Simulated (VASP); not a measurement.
A run of VASP 6.6.1 is set up as follows.

File INCAR:

```
SYSTEM = Pt
PREC = Accurate ; ENCUT = 500
EDIFF = 1E-7 ; ISMEAR = -1
SIGMA = 0.05 ; LREAL = .FALSE.
LASPH = .TRUE. ; NELM = 120
ALGO = Normal ; ISIF = 3
LWAVE = .FALSE. ; LCHARG = .FALSE.
IBRION = 2 ; NSW = 80
EDIFFG = -0.02 ; GGA_COMPAT = .FALSE.
NELMIN = 4
```

The input KPOINTS:

```
Automatic mesh
0
G
  13 13 13
  0 0 0
```

Contents of POSCAR:

```
Pt
1.0
    0.0000000000      2.6950000000      2.6950000000
    2.6950000000      0.0000000000      2.6950000000
    2.6950000000      2.6950000000      0.0000000000
Pt
2
Direct
    1.0000000000      1.0000000000      1.0000000000
    0.2500000000      0.2500000000      0.2500000000
```

Potentials or basis: VASP PAW LDA potentials, release 64 (Pt).

The run is started by

```sh
$ cat potpaw_LDA.64/Pt/POTCAR > POTCAR
$ mpirun -np 1 vasp_std > vasp.out
```

Question: Predict the relaxed volume.

Answer: 22.50 Å³/atom.

Question: Estimate the space group after relaxing (to 0.1 Å).

Answer: Fd-3m (No. 227).

Question: Predict the relaxed cell.

Answer: a = 3.992 Å, b = 3.992 Å, c = 3.992 Å, α = 60.00°, β = 60.00°, γ = 60.00°.

Final structure:
```cif
data_structure
_symmetry_space_group_name_H-M 'P 1'
_symmetry_Int_Tables_number 1
_cell_length_a 3.9924
_cell_length_b 3.9924
_cell_length_c 3.9924
_cell_angle_alpha 60.000
_cell_angle_beta 60.000
_cell_angle_gamma 60.000
_cell_volume 45.00
loop_
_atom_site_label
_atom_site_type_symbol
_atom_site_fract_x
_atom_site_fract_y
_atom_site_fract_z
_atom_site_occupancy
Pt1 Pt 0.00000 0.00000 0.00000 1
Pt2 Pt 0.25000 0.25000 0.25000 1
```
